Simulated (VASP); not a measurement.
A run of VASP 6.6.1:

POSCAR

```
Y
1.0
    3.5373143224      0.0000000000      0.0000000000
   -1.7686571612      3.0634040643      0.0000000000
    0.0000000000      0.0000000000      6.1244422956
Y
2
Direct
    0.3333333333      0.6666666667      0.2500000000
    0.6666666667      0.3333333333      0.7500000000
```

File INCAR.step1:

```
PREC     = Accurate       # precision mode
ENCUT    = 520            # plane-wave cutoff, eV
ISMEAR   = 0              # smearing method
SIGMA    = 0.15           # smearing width, eV
LREAL    = F              # projectors in reciprocal space
LASPH    = T              # aspherical terms in the spheres
NELM     = 80             # most SCF steps
NBANDS   = 18             # bands
GGA      = PE             # functional
ALGO     = Normal         # electronic algorithm
EDIFF    = 1E-4           # SCF threshold, eV
LWAVE    = T              # write WAVECAR
LCHARG   = F              # write CHGCAR
```

INCAR.step2

```
PREC     = Accurate       # precision mode
ENCUT    = 520            # plane-wave cutoff, eV
EDIFF    = 1E-7           # SCF threshold, eV
ISMEAR   = 0              # smearing method
SIGMA    = 0.15           # smearing width, eV
LREAL    = F              # projectors in reciprocal space
LASPH    = T              # aspherical terms in the spheres
NELM     = 80             # most SCF steps
ALGO     = Normal         # electronic algorithm
ISIF     = 2              # what is computed and relaxed
LWAVE    = F              # write WAVECAR
LCHARG   = F              # write CHGCAR
METAGGA  = R2SCAN         # meta-GGA
LMIXTAU  = T            
NBANDS   = 18             # bands
ISTART   = 1
```

File KPOINTS:

```
regular mesh
0
Gamma
  18 18 10
```

Potentials or basis: VASP PAW PBE potentials, release 64 (Y_sv).

Run with:

```console
$ cat potpaw_PBE.64/Y_sv/POTCAR > POTCAR
$ cp INCAR.step1 INCAR
$ mpirun -np 1 vasp_std > vasp.out
$ cp INCAR.step2 INCAR
$ mpirun -np 1 vasp_std > vasp.out
```

Hardware: 1 thread of Intel(R) Xeon(R) 6975P-C (Granite Rapids), with other jobs on the host.

Task: Estimate the wall time of this run.

Result: Wall time 11 min on 1 thread of Intel(R) Xeon(R) 6975P-C (Granite Rapids) (shared host), peak memory 0.37 GiB. Counts: k points 222.
